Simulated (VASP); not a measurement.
A run of VASP 6.6.1 is set up as follows.

Contents of POSCAR:

```
VN
1.0
    0.0000000000      2.0608700000      2.0608700000
    2.0608700000      0.0000000000      2.0608700000
    2.0608700000      2.0608700000      0.0000000000
V N
1 1
Direct
    0.0000000000      0.0000000000      0.0000000000
    0.5000000000      0.5000000000      0.5000000000
```

File INCAR.step1:

```
  PREC = Accurate
  ENCUT = 660
  ISMEAR = -1
  SIGMA = 0.1
  LREAL = F
  LASPH = T
  NELM = 200
  ISPIN = 2
  MAGMOM = 2 0
  LMAXMIX = 4
  NBANDS = 20
  GGA = PE
  ALGO = Normal
  EDIFF = 1E-5
  LWAVE = T
  LCHARG = F
  GGA_COMPAT = F
```

The input INCAR.step2:

```
  PREC = Accurate
  ENCUT = 660
  EDIFF = 1E-6
  ISMEAR = -1
  SIGMA = 0.1
  LREAL = F
  LASPH = T
  NELM = 200
  ALGO = Normal
  ISIF = 2
  LWAVE = F
  LCHARG = F
  ISPIN = 2
  MAGMOM = 2 0
  LORBIT = 11
  LMAXMIX = 4
  METAGGA = R2SCAN
  LMIXTAU = T
  NBANDS = 20
  ISTART = 1
  GGA_COMPAT = F
```

Contents of KPOINTS:

```
Automatic mesh
0
Gamma
  4 4 4
  0.5 0.5 0.5
```

Potentials or basis: VASP PAW PBE potentials, release 64 (V_sv, N).

Launch:

```console
$ cat potpaw_PBE.64/V_sv/POTCAR potpaw_PBE.64/N/POTCAR > POTCAR
$ cp INCAR.step1 INCAR
$ mpirun -np 1 vasp_std > vasp.out
$ cp INCAR.step2 INCAR
$ mpirun -np 1 vasp_std > vasp.out
```

Question: What does it give for the net moment?

Answer: 0.00 μB per cell.

Question: Predict the pressure.

Answer: -3.8 GPa.

Question: Estimate the band gap on the k mesh.

Answer: Zero (filled and empty bands overlap).

Caveat: the k points lie up to 0.66 Å⁻¹ apart, too coarse for converged energies and pressures of a metal; the PAW data sets were made with another functional, which shifts forces and pressure a little. With open d or f shells a metallic result of r2SCAN can be an artefact of self-interaction; +U or a hybrid may open a gap.
